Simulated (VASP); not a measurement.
A run of VASP 6.6.1 is set up as follows.

Contents of INCAR:

```
SYSTEM = Be2B2S5
PREC = Accurate
ENCUT = 520
EDIFF = 1E-7
ISMEAR = 0
SIGMA = 0.1
LREAL = .FALSE.
LASPH = .TRUE.
NELM = 80
ALGO = Normal
ISIF = 2
LWAVE = .FALSE.
LCHARG = .FALSE.
GGA = PE
NBANDS = 30
```

Contents of KPOINTS:

```
regular mesh
0
G
  4 4 2
  0 0 0
```

POSCAR

```
Be2B2S5
1.0
    4.2934238118      0.0000000000      0.0000000000
    0.0000000000      4.2934238118      0.0000000000
    0.0000000000      0.0000000000      7.4130504269
Be B S
2 2 5
Direct
    0.5000000000      0.5000000000      0.2323699845
    0.5000000000      0.5000000000      0.7676300155
    0.0000000000      0.0000000000      0.0000000000
    0.0000000000      0.0000000000      0.5000000000
    0.5000000000      0.0000000000      0.1508873416
    0.5000000000      0.0000000000      0.8491126584
    0.5000000000      0.5000000000      0.5000000000
    0.0000000000      0.5000000000      0.1508873416
    0.0000000000      0.5000000000      0.8491126584
```

Potentials or basis: VASP PAW PBE potentials, release 64 (Be, B, S).

Run with:

```console
$ cat potpaw_PBE.64/Be/POTCAR potpaw_PBE.64/B/POTCAR potpaw_PBE.64/S/POTCAR > POTCAR
$ mpirun -np 1 vasp_std > vasp.out
```

**Question.** Estimate the largest force.

**Answer.** 0.045 eV/Å.

**Question.** Predict the band gap on the k mesh.

**Answer.** Zero (bands 20 and 21 overlap by 1.43 eV).

**Question.** What does it give for the pressure?

**Answer.** -0.1 GPa.

Stress tensor (GPa, compression positive):
```
 0.18  0.00  0.00
 0.00  0.18  0.00
 0.00  0.00 -0.64
```

Caveat: the k points lie up to 0.42 Å⁻¹ apart, too coarse for converged energies and pressures of a metal.
